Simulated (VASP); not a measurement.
Write the native input for VASP 6.6.1 that does the following.

| Quantity | Value |
| --- | --- |
| Task | single point |
| Functional | LDA |
| Potentials or basis | VASP PAW LDA potentials, release 64 (Au) |
| Cutoff | 520 eV |
| k mesh | 12 × 12 × 12 |
| Occupations | fermi-dirac, width 0.05 eV |
| Spin | no spin polarisation |
| Dipole correction | no |
| Further INCAR settings | ALGO = Normal; EDIFF = 1e-07; NBANDS = 18 |

The structure of Au lies in POSCAR:

```
Au
1.0
   -1.6715140000      1.6715140000      4.3990750000
    1.6715140000     -1.6715140000      4.3990750000
    1.6715140000      1.6715140000     -4.3990750000
Au
2
Direct
    0.6562730000      0.6562730000      0.0000000000
    0.3437270000      0.3437270000      0.0000000000
```

The input as run:

INCAR

```
PREC = Accurate ; ENCUT = 520
EDIFF = 1E-7 ; ISMEAR = -1
SIGMA = 0.05 ; LREAL = False
LASPH = True ; NELM = 80
ALGO = Normal ; ISIF = 2
LWAVE = False ; LCHARG = False
GGA = CA ; NBANDS = 18
```

KPOINTS

```
regular mesh
0
Gamma
  12 12 12
```

Potentials or basis: VASP PAW LDA potentials, release 64 (Au).

The run is started by

```sh
$ cat potpaw_LDA.64/Au/POTCAR > POTCAR
$ mpirun -np 1 vasp_std > vasp.out
```

Results of the run:

| Quantity | Value |
| --- | --- |
| Pressure | -14.8 GPa |
| Largest force | 0.460 eV/Å |
| Band gap on the k mesh | zero (band 11 reaches 6.08 eV, above the bottom of band 12 at 3.08 eV) |

Caveat: spin-orbit coupling is left out, which moves the levels of the heavy elements.

Wall time 3.1 min on 1 thread of Intel Xeon 6975P-C (shared host), peak memory 0.28 GiB.
